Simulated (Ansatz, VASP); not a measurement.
# Two plane-wave programs on HC4

INCAR

```
SYSTEM = HC4
ALGO = Normal ; DIPOL = 0.5 0.5 0.234
EDIFF = 1E-6 ; ENCUT = 520
GGA = PE ; IDIPOL = 3
ISIF = 2 ; ISMEAR = 0
IVDW = 12 ; LASPH = .True.
LCHARG = .True. ; LDIPOL = .True.
LELF = .True. ; LREAL = .False.
LVACPOTAV = .True. ; LVHAR = .True.
LWAVE = .False. ; NBANDS = 28
NELM = 60 ; PREC = Accurate
SIGMA = 0.1
```

Contents of KPOINTS:

```
k-points
0
Gamma
  6 6 1
  0 0 0
```

POSCAR

```
HC4
1.0
    4.9313048819      0.0000000000      0.0000000000
   -2.4656524409      4.2706353015      0.0000000000
    0.0000000000      0.0000000000     18.0000331942
C H
8 2
Direct
    0.3333333333      0.1666666667      0.2222236565
    0.3333333333      0.6666666667      0.2222236565
    0.8333333333      0.1666666667      0.2222236565
    0.8333333333      0.6666666667      0.2222236565
    0.1666666667      0.3333333333      0.2222218124
    0.1666666667      0.8333333333      0.2222218124
    0.6666666667      0.3333333333      0.2222218124
    0.6666666667      0.8333333333      0.2222218124
    0.1067198858      0.1666666667      0.2827791004
    0.5599467808      0.1666666667      0.2827791004
```

Input for Ansatz:

```yaml
crystal:
  lattice:
    - [4.9313048819, 0.0, 0.0]
    - [-2.4656524409, 4.2706353015, 0.0]
    - [0.0, 0.0, 18.0000331942]
  atoms:
    - { symbol: C, position: [0.3333333333, 0.1666666667, 0.2222236565] }
    - { symbol: C, position: [0.3333333333, 0.6666666667, 0.2222236565] }
    - { symbol: C, position: [0.8333333333, 0.1666666667, 0.2222236565] }
    - { symbol: C, position: [0.8333333333, 0.6666666667, 0.2222236565] }
    - { symbol: C, position: [0.1666666667, 0.3333333333, 0.2222218124] }
    - { symbol: C, position: [0.1666666667, 0.8333333333, 0.2222218124] }
    - { symbol: C, position: [0.6666666667, 0.3333333333, 0.2222218124] }
    - { symbol: C, position: [0.6666666667, 0.8333333333, 0.2222218124] }
    - { symbol: H, position: [0.1067198858, 0.1666666667, 0.2827791004] }
    - { symbol: H, position: [0.5599467808, 0.1666666667, 0.2827791004] }
basis:
  ecutwfc: 420
kpoints:
  mp_grid: { grid: [6, 6, 1] }
hamiltonian:
  xc: pbe
  pseudopotentials: { kind: paw, azcp: { folder: soft_1 } }
  dispersion: d3bj
scf:
  occupations: { method: gaussian, width: 0.1 }
output:
  forces: true
  eigenvalues: true
efield:
  axis: 3
  dipole_correction: true
  ramp_width: 0.04
```

Alike in both runs: task single point; functional PBE; dispersion D3(BJ); k mesh 6 × 6 × 1; occupations gaussian, width 0.1 eV; no spin polarisation.

|  | VASP | Ansatz |
| --- | --- | --- |
| version | VASP 6.6.1 | Ansatz 0.2.0 |
| potentials or method | VASP PAW PBE potentials, release 64 (C, H), cutoff 520 eV | scalar-relativistic, plane waves, PAW |
| valence electrons in the cell | 34 | 34 |

```tsv
	VASP	Ansatz	Ansatz less VASP
gap on the k mesh at the Fermi level (eV)	none	none	-
rms of the force components (eV/Å)	0.960	0.962	+0.0020
work function, face that differs most (eV)	3.37	3.37	-0.003
```

Atom by atom the forces differ by 0.006 eV/Å (rms over components). A gap of «none» marks a metal or a gap that the smearing closes.
